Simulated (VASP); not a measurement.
Crystal: Pb.

```xyz
8
Lattice="6.2372 0.0000 0.0000 0.0000 6.2372 0.0000 0.0000 0.0000 6.2372" Properties=species:S:1:pos:R:3 pbc="T T T"
Pb    0.0000    0.0000    0.0000
Pb    3.1186    3.1186    3.1186
Pb    1.5593    0.0000    3.1186
Pb    4.6779    0.0000    3.1186
Pb    3.1186    1.5593    0.0000
Pb    3.1186    4.6779    0.0000
Pb    0.0000    3.1186    1.5593
Pb    0.0000    3.1186    4.6779
```

```yaml
Program: VASP 6.6.1
Task: relaxation of cell and atoms
Functional: PBE
Potentials_or_basis: VASP PAW PBE potentials, release 64 (Pb_d)
Cutoff: 500 eV
k_mesh: 4 × 4 × 4
Occupations: fermi-dirac, width 0.1 eV
Spin: no spin polarisation
```

At the start: pressure 3.7 GPa; volume 30.33 Å³/atom.

**Question.** How do energy, volume and symmetry change on relaxing?

**Answer.** Over 3 steps the energy falls by 27.5 meV/atom and the volume is 32.90 Å³/atom (+8.5 %); space group Pm-3n (No. 223, to 0.1 Å) before and after.

Step by step:
```
step  energy change (eV)  largest force (eV/Å)  pressure (GPa)  volume (Å³)
   1              0.0000                0.0000            3.69       242.65
   2             -0.2105                0.0000           -0.64       268.02
   3             -0.2200                0.0000            0.01       263.21
```

Final structure:
```cif
data_structure
_symmetry_space_group_name_H-M 'P 1'
_symmetry_Int_Tables_number 1
_cell_length_a 6.4087
_cell_length_b 6.4087
_cell_length_c 6.4087
_cell_angle_alpha 90.000
_cell_angle_beta 90.000
_cell_angle_gamma 90.000
_cell_volume 263.21
loop_
_atom_site_label
_atom_site_type_symbol
_atom_site_fract_x
_atom_site_fract_y
_atom_site_fract_z
_atom_site_occupancy
Pb1 Pb 0.00000 0.00000 0.00000 1
Pb2 Pb 0.50000 0.50000 0.50000 1
Pb3 Pb 0.25000 0.00000 0.50000 1
Pb4 Pb 0.75000 0.00000 0.50000 1
Pb5 Pb 0.50000 0.25000 0.00000 1
Pb6 Pb 0.50000 0.75000 0.00000 1
Pb7 Pb 0.00000 0.50000 0.25000 1
Pb8 Pb 0.00000 0.50000 0.75000 1
```
